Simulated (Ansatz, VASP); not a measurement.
MgO: VASP beside Ansatz

INCAR

```
PREC = Accurate
ENCUT = 840
EDIFF = 1E-6
ISMEAR = -1
SIGMA = 0.02
LREAL = F
LASPH = T
NELM = 120
ALGO = Normal
ISIF = 2
LWAVE = F
LCHARG = F
GGA = PE
NBANDS = 15
GGA_COMPAT = F
```

Contents of KPOINTS:

```
Automatic mesh
0
Gamma
  8 8 8
```

Contents of POSCAR:

```
MgO
1.0
    0.0105425000      2.1085000000      2.1085000000
    2.1085000000      0.0105425000      2.1085000000
    2.1190425000      2.1190425000      0.0000000000
Mg O
1 1
Direct
    0.0000000000      0.0000000000      0.0000000000
    0.5000000000      0.5000000000      0.5000000000
```

Input for Ansatz:

```yaml
crystal:
  lattice:
    - [0.0105425, 2.1085, 2.1085]
    - [2.1085, 0.0105425, 2.1085]
    - [2.1190425, 2.1190425, 0.0]
  atoms:
    - { symbol: Mg, position: [0.0, 0.0, 0.0] }
    - { symbol: O, position: [0.5, 0.5, 0.5] }
basis:
  ecutwfc: 470.0
kpoints:
  mp_grid:
    grid: [8, 8, 8]
hamiltonian:
  xc: pbe
scf:
  occupations:
    method: fermi_dirac
    width: 0.02
output:
  stress: true
```

Alike in both runs: task single point; functional PBE; k mesh 8 × 8 × 8; occupations fermi-dirac, width 0.02 eV; no spin polarisation.

|  | VASP | Ansatz |
| --- | --- | --- |
| version | VASP 6.6.1 | Ansatz 0.2.0 |
| potentials or method | VASP PAW PBE potentials, release 64 (Mg_sv, O), cutoff 840 eV | plane waves, PAW |
| valence electrons in the cell | 16 | 16 |

Ansatz gave:

```
pressure (GPa)                                                : 4.1
traceless stress, the component that is largest in VASP (GPa) : -1.46
```

Q: Which values does VASP return?

A: Pressure (GPa): 4.2; traceless stress, the component that is largest in VASP (GPa): -1.45.
